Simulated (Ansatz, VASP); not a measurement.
## One calculation of Sr, two programs

Contents of INCAR:

```
SYSTEM = Sr
PREC = Accurate ; ENCUT = 520
EDIFF = 1E-8 ; ISMEAR = -1
SIGMA = 0.08 ; LREAL = .FALSE.
LASPH = .TRUE. ; NELM = 80
ALGO = Normal ; ISIF = 2
LWAVE = .FALSE. ; LCHARG = .FALSE.
GGA = CA ; LEFG = .TRUE.
NBANDS = 17
```

KPOINTS

```
Automatic mesh
0
G
  10 10 5
  0 0 0
```

POSCAR

```
Sr
1.0
    4.2238002163      0.0000000000      0.0000000000
   -2.1119001082      3.6579182878      0.0000000000
    0.0000000000      0.0000000000      7.0500000000
Sr
2
Direct
    0.3333333333      0.6666666667      0.2500000000
    0.6666666667      0.3333333333      0.7500000000
```

Input for Ansatz:

```yaml
crystal:
  lattice:
    - [4.2238002163, 0.0, 0.0]
    - [-2.1119001082, 3.6579182878, 0.0]
    - [0.0, 0.0, 7.05]
  atoms:
    - { symbol: Sr, position: [0.3333333333, 0.6666666667, 0.25] }
    - { symbol: Sr, position: [0.6666666667, 0.3333333333, 0.75] }
kpoints:
  mp_grid: { grid: [10, 10, 5] }
scf:
  occupations: { method: fermi_dirac, width: 0.08 }
hamiltonian:
  xc: lda
  pseudopotentials: { kind: paw }
output:
  forces: true
  stress: true
  eigenvalues: true
  efg: { contact_densities: true }
```

Change from the starting cell: equal xx and yy strain of -2 %, PAW files.

Alike in both runs: task electric field gradients; functional LDA; k mesh 10 × 10 × 5; occupations fermi-dirac, width 0.08 eV; no spin polarisation.

|  | VASP | Ansatz |
| --- | --- | --- |
| version | VASP 6.6.1 | Ansatz 0.2.0 |
| potentials or method | VASP PAW LDA potentials, release 64 (Sr_sv) | PAW with Ansatz's default frozen-core files, scalar-relativistic |
| plane-wave cutoff (eV) | 520 | 420 |
| valence electrons in the cell | 20 | 20 |

|  | VASP | Ansatz | Ansatz less VASP |
| --- | --- | --- | --- |
| pressure (GPa) | -1.2 | -1.2 | +0.01 |
| traceless stress, the component that is largest in VASP (GPa) | -0.22 | -0.21 | +0.005 |
| size of Vzz on the site where it differs most (V/Å²) | 6.9 | 7.2 | +0.28 |

LDA's correlation is that of Perdew and Zunger in VASP and of Perdew and Wang (1992) in Ansatz.
